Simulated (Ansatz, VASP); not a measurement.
**PbS in VASP and in Ansatz**

Contents of INCAR:

```
SYSTEM = PbS
PREC = Accurate
ENCUT = 520
EDIFF = 1E-6
ISMEAR = -1
SIGMA = 0.02
LREAL = .False.
LASPH = .True.
NELM = 100
ALGO = Normal
ISIF = 2
LWAVE = .False.
LCHARG = .True.
GGA = PE
LELF = .True.
LVHAR = .True.
NBANDS = 17
```

Contents of KPOINTS:

```
Automatic mesh
0
Gamma
  8 8 8
  0 0 0
```

File POSCAR:

```
PbS
1.0
   -0.0409198559      2.9761851337      2.9761851337
    2.9761851337     -0.0409198559      2.9761851337
    2.9761851337      2.9761851337     -0.0409198559
Pb S
1 1
Direct
    0.0000000000      0.0000000000      0.0000000000
    0.5000000000      0.5000000000      0.5000000000
```

Input for Ansatz:

```yaml
crystal:
  lattice:
    - [-0.0409198559, 2.9761851337, 2.9761851337]
    - [2.9761851337, -0.0409198559, 2.9761851337]
    - [2.9761851337, 2.9761851337, -0.0409198559]
  atoms:
    - { symbol: Pb, position: [0.0, 0.0, 0.0] }
    - { symbol: S, position: [0.5, 0.5, 0.5] }
kpoints:
  mp_grid: { grid: [8, 8, 8] }
  band_path:
    path:
      - [0.0, 0.0, 0.0]
      - [0.5, 0.0, 0.5]
      - [0.625, 0.25, 0.625]
      - [0.375, 0.375, 0.75]
      - [0.5, 0.5, 0.5]
      - [0.5, 0.25, 0.75]
      - [0.0, 0.0, 0.5]
    npoints: 1
hamiltonian:
  xc: pbe
scf:
  occupations: { method: fermi_dirac, width: 0.02 }
  n_extra_bands: 4
output:
  forces: true
  stress: true
  eigenvalues: true
```

Change from the starting cell: epitaxial_111 strain +1.0%.

Alike in both runs: task single point; functional PBE; k mesh 8 × 8 × 8; occupations fermi-dirac, width 0.02 eV; no spin polarisation.

```csv
,VASP,Ansatz
version,VASP 6.6.1,Ansatz 0.2.0
potentials or method,"VASP PAW PBE potentials, release 64 (Pb_d, S)","plane waves, PAW"
plane-wave cutoff (eV),520,420
valence electrons in the cell,20,20
```

```csv
,VASP,Ansatz,Ansatz less VASP
pressure (GPa),0.3,0.4,+0.09
"traceless stress, the component that is largest in VASP (GPa)",0.27,0.27,-0.001
```

The functional is the same, so the differences come from potentials, cutoffs and numerics.

Neither program's run includes spin-orbit coupling.
